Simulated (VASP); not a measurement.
A run of VASP 6.6.1:

Contents of INCAR:

```
  PREC = Accurate
  ENCUT = 520
  EDIFF = 1E-8
  ISMEAR = -1
  SIGMA = 0.03
  LREAL = False
  LASPH = True
  NELM = 100
  ALGO = Normal
  ISIF = 2
  LWAVE = False
  LCHARG = False
  GGA = PS
  LEFG = True
  NBANDS = 32
```

Contents of KPOINTS:

```
regular mesh
0
Gamma
  6 6 6
```

The input POSCAR:

```
Bi2Se3
1.0
    2.0645711538      1.1919807114      9.5134055809
   -2.0645711538      1.1919807114      9.5134055809
    0.0000000000     -2.3839614228      9.5134055809
Bi Se
2 3
Direct
    0.4008000000      0.4008000000      0.4008000000
    0.5992000000      0.5992000000      0.5992000000
    0.0000000000      0.0000000000      0.0000000000
    0.2117000000      0.2117000000      0.2117000000
    0.7883000000      0.7883000000      0.7883000000
```

Potentials or basis: VASP PAW PBE potentials, release 64 (Bi_d, Se).

Command:

```bash
$ cat potpaw_PBE.64/Bi_d/POTCAR potpaw_PBE.64/Se/POTCAR > POTCAR
$ mpirun -np 1 vasp_std > vasp.out
```

Hardware: 1 thread of AMD EPYC 9R45 96-Core Processor (Zen 5), with other jobs on the host.

**Question.** Estimate the wall time of this run.

**Answer.** It took 13 min on 1 thread of AMD EPYC 9R45 96-Core Processor (Zen 5), with other jobs on the host, peak memory 0.91 GiB. Counts: scf iterations 16, k points 32.
